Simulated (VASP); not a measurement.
Input of a VASP 6.6.1 run:

The input INCAR:

```
PREC     = Accurate       # precision mode
ENCUT    = 500            # plane-wave cutoff, eV
EDIFF    = 1E-6           # SCF threshold, eV
ISMEAR   = 0              # smearing method
SIGMA    = 0.01           # smearing width, eV
LREAL    = False          # projectors in reciprocal space
LASPH    = True           # aspherical terms in the spheres
NELM     = 120            # most SCF steps
ALGO     = Normal         # electronic algorithm
ISIF     = 2              # what is computed and relaxed
LWAVE    = False          # write WAVECAR
LCHARG   = False          # write CHGCAR
GGA      = PS             # functional
NBANDS   = 19             # bands
GGA_COMPAT= False
```

KPOINTS

```
Automatic mesh
0
Gamma
  2 2 2
```

The input POSCAR:

```
ZrS2
1.0
    3.6743619272      0.0000000000      0.0000000000
   -1.8371809636      3.1820907716      0.0000000000
    0.0000000000      0.0000000000      5.8571358081
Zr S
1 2
Direct
    0.0000000000      0.0000000000      0.0000000000
    0.6666666667      0.3333333333      0.7537648223
    0.3333333333      0.6666666667      0.2462351777
```

Potentials or basis: VASP PAW PBE potentials, release 64 (Zr_sv, S).

Run with:

```bash
$ cat potpaw_PBE.64/Zr_sv/POTCAR potpaw_PBE.64/S/POTCAR > POTCAR
$ mpirun -np 1 vasp_std > vasp.out
```

(1) Predict the band gap on the k mesh.

(2) Predict the pressure.

(3) Estimate the largest force.

## Answers

(1) 0.53 eV, indirect (least direct gap 1.11 eV).

(2) 1.6 GPa.

(3) 0.624 eV/Å.

Caveat: the k points lie up to 0.99 Å⁻¹ apart; the PAW data sets were made with another functional, which shifts forces and pressure a little; this functional lacks dispersion, which binds the layers, so the pressure and a relaxed spacing across them are unreliable.
